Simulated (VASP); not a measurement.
# CdTe (F-43m) in VASP: notebook

CdTe is run at these levels: PBE, r2SCAN; tasks: single point.

Everything below comes from runs of VASP 6.6.1. Logs are shortened: lines on timing, memory, paths and dates and some standing lists are left out, and cuts for length are marked.

### Step 1. The cell of the first run

Symmetry: F-43m, No. 216, cubic system. Conventional cell: a = 6.410 Å, b = 6.410 Å, c = 6.410 Å, α = 90.00°, β = 90.00°, γ = 90.00°. Te (site symmetry -43m) has 4 Cd at 2.78 Å within 3.7 Å. Within 3.7 Å of Cd (site symmetry -43m) lie 4 Te at 2.78 Å.

### Step 2. Single point, PBE

The input, INCAR:

```
SYSTEM = CdTe
PREC = Accurate
ENCUT = 520
EDIFF = 1E-7
ISMEAR = 0
SIGMA = 0.024
LREAL = .False.
LASPH = .True.
NELM = 80
ALGO = Normal
ISIF = 2
LWAVE = .False.
LCHARG = .True.
GGA = PE
LELF = .True.
LVHAR = .True.
NBANDS = 16
```

The input, KPOINTS:

```
Automatic mesh
0
Gamma
  7 7 7
  0 0 0
```

The input, POSCAR:

```
CdTe
1.0
    0.0000000000      3.2050000000      3.2050000000
    3.2050000000      0.0000000000      3.2050000000
    3.2050000000      3.2050000000      0.0000000000
Te Cd
1 1
Direct
    0.7500000000      0.7500000000      0.7500000000
    0.0000000000      0.0000000000      0.0000000000
```

Potentials or basis: VASP PAW PBE potentials, release 64 (Te, Cd).

Started as:

```bash
$ cat potpaw_PBE.64/Te/POTCAR potpaw_PBE.64/Cd/POTCAR > POTCAR
$ mpirun -np 1 vasp_std > vasp.out
```

OUTCAR:

```text
SYSTEM = CdTe
   PREC = Accurate
   ENCUT = 520
   EDIFF = 1E-7
   ISMEAR = 0
   LREAL = .False.
   LASPH = .True.
   NELM = 80
   ISIF = 2
   GGA = PE

 ion  position               nearest neighbor table
   1  0.750  0.750  0.750-   2 2.78   2 2.78   2 2.78   2 2.78
   2  0.000  0.000  0.000-   1 2.78   1 2.78   1 2.78   1 2.78

  LATTYP: Found a face centered cubic cell.
 ALAT       =     6.4100000000

  Lattice vectors:

 A1 = (   0.0000000000,   3.2050000000,   3.2050000000)
 A2 = (   3.2050000000,   0.0000000000,   3.2050000000)
 A3 = (   3.2050000000,   3.2050000000,   0.0000000000)

Analysis of symmetry for initial positions (statically):
=====================================================================
 Subroutine PRICEL returns:
 Original cell was already a primitive cell.

 Routine SETGRP: Setting up the symmetry group for a
 face centered cubic supercell.

 Subroutine GETGRP returns: Found 24 space group operations
 (whereof 24 operations were pure point group operations)
 out of a pool of 48 trial point group operations.

The static configuration has the point symmetry T_d .

Analysis of symmetry for dynamics (positions and initial velocities):
=====================================================================
 Subroutine PRICEL returns:
 Original cell was already a primitive cell.

 Routine SETGRP: Setting up the symmetry group for a
 face centered cubic supercell.

 Subroutine GETGRP returns: Found 24 space group operations
 (whereof 24 operations were pure point group operations)
 out of a pool of 48 trial point group operations.

The dynamic configuration has the point symmetry T_d .

 Subroutine INISYM returns: Found 24 space group operations
 (whereof 24 operations are pure point group operations),
 and found     1 'primitive' translations

----------------------------------------------------------------------------------------

                                     Primitive cell

  volume of cell :      65.8437

  direct lattice vectors                    reciprocal lattice vectors
     0.000000000  3.205000000  3.205000000    -0.156006240  0.156006240  0.156006240
     3.205000000  0.000000000  3.205000000     0.156006240 -0.156006240  0.156006240
     3.205000000  3.205000000  0.000000000     0.156006240  0.156006240 -0.156006240

  length of vectors
     4.532554467  4.532554467  4.532554467     0.270210734  0.270210734  0.270210734

  position of ions in fractional coordinates (direct lattice)
     0.750000000  0.750000000  0.750000000
     0.000000000  0.000000000  0.000000000

  ion indices of the primitive-cell ions
   primitive index   ion index
                 1           1
                 2           2

----------------------------------------------------------------------------------------

 KPOINTS: Automatic mesh

Automatic generation of k-mesh.
 Grid dimensions read from file:
 generate k-points for:    7    7    7

 Generating k-lattice:

  Cartesian coordinates                     Fractional coordinates (reciprocal lattice)
    -0.022286606  0.022286606  0.022286606     0.142857143  0.000000000  0.000000000
     0.022286606 -0.022286606  0.022286606     0.000000000  0.142857143  0.000000000
     0.022286606  0.022286606 -0.022286606     0.000000000  0.000000000  0.142857143

  Length of vectors
     0.038601533  0.038601533  0.038601533

  Shift w.r.t. Gamma in fractional coordinates (k-lattice)
     0.000000000  0.000000000  0.000000000

 Subroutine IBZKPT returns following result:
 ===========================================

 Found     20 irreducible k-points:

 Following reciprocal coordinates:
            Coordinates               Weight
  0.000000  0.000000  0.000000      1.000000
  0.142857  0.000000  0.000000      8.000000
  0.285714  0.000000  0.000000      8.000000
  0.428571  0.000000  0.000000      8.000000
  0.142857  0.142857  0.000000      6.000000
  0.285714  0.142857  0.000000     24.000000
[... 12 lines left out ...]
 -0.428571  0.428571  0.142857     24.000000
 -0.285714  0.428571  0.142857     24.000000
   k-points           NKPTS =     20   k-points in BZ     NKDIM =     20   number of bands    NBANDS=     16
   number of dos      NEDOS =    301   number of ions     NIONS =      2
   total plane-waves  NPLWV =  46656
   dimension x,y,z NGX =    36 NGY =   36 NGZ =   36
   dimension x,y,z NGXF=    72 NGYF=   72 NGZF=   72
   ions per type =               1   1
   NGX,Y,Z   is equivalent  to a cutoff of  13.20, 13.20, 13.20 a.u.
   NGXF,Y,Z  is equivalent  to a cutoff of  26.41, 26.41, 26.41 a.u.
 SYSTEM =  CdTe
   PREC   = accura    normal or accurate (medium, high low for compatibility)
   ISTART =      0    job   : 0-new  1-cont  2-samecut
   ICHARG =      2    charge: 1-file 2-atom 10-const
   ISPIN  =      1    spin polarized calculation?
   LNONCOLLINEAR =      F non collinear calculations
   LSORBIT =      F    spin-orbit coupling
   LASPH  =      T    aspherical Exc in radial PAW
   ENCUT  =  520.0 eV  38.22 Ry    6.18 a.u.   8.43  8.43  8.43*2*pi/ulx,y,z
   NELM   =     80;   NELMIN=  2; NELMDL= -5     # of ELM steps
   EDIFF  = 0.1E-06   stopping-criterion for ELM
   LREAL  =      F    real-space projection
   EDIFFG = 0.1E-05   stopping-criterion for IOM
   NSW    =      0    number of steps for IOM
   IBRION =     -1    ionic relax: 0-MD 1-quasi-New 2-CG
   NFREE  =      0    steps in history (QN), initial steepest desc. (CG)
   ISIF   =      2    stress and relaxation
   ISYM   =      2    0-nonsym 1-usesym 2-fastsym
   POTIM  = 0.5000    time-step for ionic-motion
   TEBEG  =    0.0;   TEEND  =   0.0 temperature during run
   PSTRESS=    0.0 pullay stress
   NELECT =      18.0000    total number of electrons
   NUPDOWN=      -1.0000    fix difference up-down
   EMIN   =  10.00;   EMAX   =-10.00  energy-range for DOS
   EFERMI =   0.00;   METHOD = LEGACY
   ISMEAR =     0;   SIGMA  =   0.02  broadening in eV -4-tet -1-fermi 0-gaus
   EFERMI_NEDOS =   21; number of points for ismear=-14 and -15
   IALGO  =     38    algorithm
   IMIX   =      4    mixing-type and parameters
     AMIX     =   0.40;   BMIX     =  1.00
     AMIX_MAG =   1.60;   BMIX_MAG =  1.00
  volume/ion in A,a.u.               =      32.92       222.17
  Fermi-wavevector in a.u.,A,eV,Ry     =   1.062497  2.007828 15.359610  1.128899
  Thomas-Fermi vector in A             =   2.197950
   LORBIT       =      0    0 simple, 1 ext, 2 COOP (PROOUT), +10 PAW based schemes
   GGA     = PE    functional components
   LHFCALC =     F    Hartree Fock is set to
   AEXX    =    0.0000 exact exchange contribution
   IVDW    =     0    specifies the selected vdW correction
   LEPSILON=     F    determine dielectric tensor
   LRPA    =     F    only Hartree local field effects (RPA)
 non-spin polarized calculation
 Gauss-broadening in eV      SIGMA  =   0.02
  energy-cutoff  :      520.00
  volume of cell :       65.84
 maximum number of plane-waves:      1807
 NGX is ok and might be reduce to    36
   NGX = 17   NGY = 17   NGZ = 17

 number of electron      17.9999995 magnetization

 Free energy of the ion-electron system (eV)
  ---------------------------------------------------
  ext. energy  EPLUGINS =         0.00000000
  ---------------------------------------------------
  free energy    TOTEN  =        -4.72525183 eV

  energy without entropy =       -4.72525183  energy(sigma->0) =       -4.72525183

 E-fermi :   2.7560     XC(G=0):  -8.7314

 val. band max:        2.6555532479   @ k =   0.0000   0.0000   0.0000
 cond. band min:       3.5285782514   @ k =   0.0000   0.0000   0.0000
 fundamental gap:      0.8730250035
 Fermi energy:         2.7559621368

 k-point     1 :       0.0000    0.0000    0.0000
  band No.  band energies     occupation
      1      -8.7128      2.00000
      2      -5.7524      2.00000
      3      -5.7524      2.00000
      4      -5.7524      2.00000
      5      -5.4666      2.00000
      6      -5.4666      2.00000
[... 8 lines left out ...]
     15      12.0698      0.00000
     16      12.0698      0.00000

 k-point     2 :       0.1429    0.0000    0.0000
  band No.  band energies     occupation
      1      -8.6320      2.00000
      2      -5.7368      2.00000
      3      -5.7368      2.00000
      4      -5.6900      2.00000
      5      -5.4678      2.00000
      6      -5.4678      2.00000
[... 8 lines left out ...]
     15      11.2371      0.00000
     16      11.2371      0.00000

 k-point     3 :       0.2857    0.0000    0.0000
  band No.  band energies     occupation
      1      -8.4496      2.00000
      2      -5.7055      2.00000
      3      -5.7055      2.00000
      4      -5.4733      2.00000
      5      -5.4660      2.00000
      6      -5.4660      2.00000
[... 8 lines left out ...]
     15      11.2607      0.00000
     16      11.2607      0.00000

 k-point     4 :       0.4286    0.0000    0.0000
  band No.  band energies     occupation
      1      -8.3056      2.00000
      2      -5.6855      2.00000
      3      -5.6855      2.00000
      4      -5.4584      2.00000
      5      -5.4584      2.00000
      6      -5.1543      2.00000
[... 8 lines left out ...]
     15      12.5170      0.00000
     16      12.5170      0.00000
[... 248 lines left out ...]
 k-point    18 :      -0.4286    0.2857    0.1429
  band No.  band energies     occupation
      1      -8.2211      2.00000
      2      -5.6497      2.00000
      3      -5.6364      2.00000
      4      -5.4950      2.00000
      5      -5.4591      2.00000
      6      -5.0094      2.00000
[... 8 lines left out ...]
     15      12.7145      0.00000
     16      13.6164      0.00000

 k-point    19 :      -0.4286    0.4286    0.1429
  band No.  band energies     occupation
      1      -8.1770      2.00000
      2      -5.6129      2.00000
      3      -5.6094      2.00000
      4      -5.5289      2.00000
      5      -5.4477      2.00000
      6      -4.9434      2.00000
[... 8 lines left out ...]
     15      13.5004      0.00000
     16      14.3072      0.00000

 k-point    20 :      -0.2857    0.4286    0.1429
  band No.  band energies     occupation
      1      -8.1667      2.00000
      2      -5.6271      2.00000
      3      -5.6109      2.00000
      4      -5.5016      2.00000
      5      -5.4635      2.00000
      6      -4.8687      2.00000
[... 8 lines left out ...]
     15      12.9035      0.00000
     16      14.8141      0.00000

------------------------ aborting loop because EDIFF is reached ----------------------------------------

  FORCE on cell =-STRESS in cart. coord.  units (eV):
  Direction    XX          YY          ZZ          XY          YZ          ZX
  --------------------------------------------------------------------------------------
  -------------------------------------------------------------------------------------
  Total        1.8072046      1.8072046      1.8072046     -0.0000000      0.0000000     -0.0000000
  in kB       43.9747933     43.9747933     43.9747933     -0.0000000      0.0000000     -0.0000000
  external PRESSURE =      43.9747933 kB  Pullay stress =       0.0000000 kB

 VOLUME and BASIS-vectors are now :
 -----------------------------------------------------------------------------
  energy-cutoff  :      520.00
  volume of cell :       65.84
      direct lattice vectors                 reciprocal lattice vectors
     0.000000000  3.205000000  3.205000000    -0.156006240  0.156006240  0.156006240
     3.205000000  0.000000000  3.205000000     0.156006240 -0.156006240  0.156006240
     3.205000000  3.205000000  0.000000000     0.156006240  0.156006240 -0.156006240

 POSITION                                       TOTAL-FORCE (eV/Angst)
 -----------------------------------------------------------------------------------
      4.80750      4.80750      4.80750         0.000000     -0.000000     -0.000000
      0.00000      0.00000      0.00000        -0.000000      0.000000      0.000000
 -----------------------------------------------------------------------------------
    total drift:                                0.000000      0.000000      0.000000

  FREE ENERGIE OF THE ION-ELECTRON SYSTEM (eV)
  ---------------------------------------------------
  free  energy   TOTEN  =        -4.7252518305 eV

  energy  without entropy=       -4.7252518305  energy(sigma->0) =       -4.72525183
```

It took 57 s on 1 thread of Intel Xeon 8259CL, shared host; peak memory 0.21 GiB.

What came out:

```
Free energy            : -4.7253 eV
Pressure               : 4.4 GPa
Band gap on the k mesh : 0.87 eV
```

Caveat: the cell stands under pressure; spin-orbit coupling is left out, which moves the levels of the heavy elements. As with any semilocal functional, this PBE gap is likely too small.

### Step 3. Single point, r2SCAN, non-collinear spin, zero start, spin-orbit coupling

POSCAR is that of step 2.

The input, INCAR.step1:

```
  PREC = Accurate
  ENCUT = 520
  ISMEAR = -1
  SIGMA = 0.05
  LREAL = F
  LASPH = T
  NELM = 150
  LNONCOLLINEAR = T
  MAGMOM = 0 0 0 0 0 0
  LSORBIT = T
  GGA_COMPAT = F
  NBANDS = 30
  GGA = PE
  ALGO = Normal
  EDIFF = 1E-4
  LWAVE = T
  LCHARG = F
```

The input, INCAR.step2:

```
  PREC = Accurate
  ENCUT = 520
  EDIFF = 1E-6
  ISMEAR = -1
  SIGMA = 0.05
  LREAL = F
  LASPH = T
  NELM = 150
  ALGO = Normal
  ISIF = 2
  LWAVE = F
  LCHARG = T
  LNONCOLLINEAR = T
  MAGMOM = 0 0 0 0 0 0
  LORBIT = 11
  LSORBIT = T
  GGA_COMPAT = F
  LORBMOM = T
  METAGGA = R2SCAN
  LMIXTAU = T
  LVHAR = T
  NBANDS = 30
  ISTART = 1
```

The input, KPOINTS:

```
Automatic mesh
0
Gamma
  5 5 5
```

Potentials or basis: VASP PAW PBE potentials, release 64 (Te, Cd).

Started as:

```bash
$ cat potpaw_PBE.64/Te/POTCAR potpaw_PBE.64/Cd/POTCAR > POTCAR
$ cp INCAR.step1 INCAR
$ mpirun -np 1 vasp_ncl > vasp.out
$ cp INCAR.step2 INCAR
$ mpirun -np 1 vasp_ncl > vasp.out
```

Wall time 11 min (1 thread of Intel Xeon 8259CL, shared host); peak memory 0.48 GiB.

It converged, with:

- Free energy: -46.6993 eV
- Pressure: 3.4 GPa
- Net moment: 0.00 μB per cell
- Valence electrons inside the program's atomic spheres: Te 3.50; Cd 10.34

Moments on the atoms (μB; x, y, z):
```
Te  0.00 0.00 0.00
Cd  0.00 0.00 0.00
```

Caveat: the cell stands under pressure; the PAW data sets were made with another functional, which shifts forces and pressure a little.
